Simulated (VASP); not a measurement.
Set up this calculation in VASP 6.6.1, as the native input.

```
Task                   : single point
Functional             : PBE
Potentials or basis    : VASP PAW PBE potentials, release 64 (Cu)
Cutoff                 : 520 eV
k mesh                 : 22 × 22 × 22
Occupations            : gaussian, width 0.15 eV
Spin                   : no spin polarisation
Dipole correction      : no
Further INCAR settings : ALGO = Normal; EDIFF = 1e-06; NBANDS = 12
```

The structure of Cu lies in POSCAR:

```
Cu
1.0
    0.0000000000      1.8075000000      1.8617250000
    1.8075000000      0.0000000000      1.8617250000
    1.8075000000      1.8075000000      0.0000000000
Cu
1
Direct
    0.0000000000      0.0000000000      0.0000000000
```

This cell differs from its parent crystal: strain +0.000 along x and y, +0.030 along z.

One way to write it, as run:

INCAR

```
SYSTEM = Cu
  PREC = Accurate
  ENCUT = 520
  EDIFF = 1E-6
  ISMEAR = 0
  SIGMA = 0.15
  LREAL = .False.
  LASPH = .True.
  NELM = 100
  ALGO = Normal
  ISIF = 2
  LWAVE = .False.
  LCHARG = .False.
  GGA = PE
  NBANDS = 12
```

KPOINTS

```
regular mesh
0
Gamma
  22 22 22
  0 0 0
```

Potentials or basis: VASP PAW PBE potentials, release 64 (Cu).

Command:

```sh
$ cat potpaw_PBE.64/Cu/POTCAR > POTCAR
$ mpirun -np 1 vasp_std > vasp.out
```

Results of the run:

```yaml
Pressure: -1.7 GPa
```

Caveat: the cell differs from its parent crystal (strain +0.000 along x and y, +0.030 along z).

Wall time 39 s on 1 thread of Intel(R) Xeon(R) 6975P-C (Granite Rapids), on a shared host, peak memory 0.22 GiB.
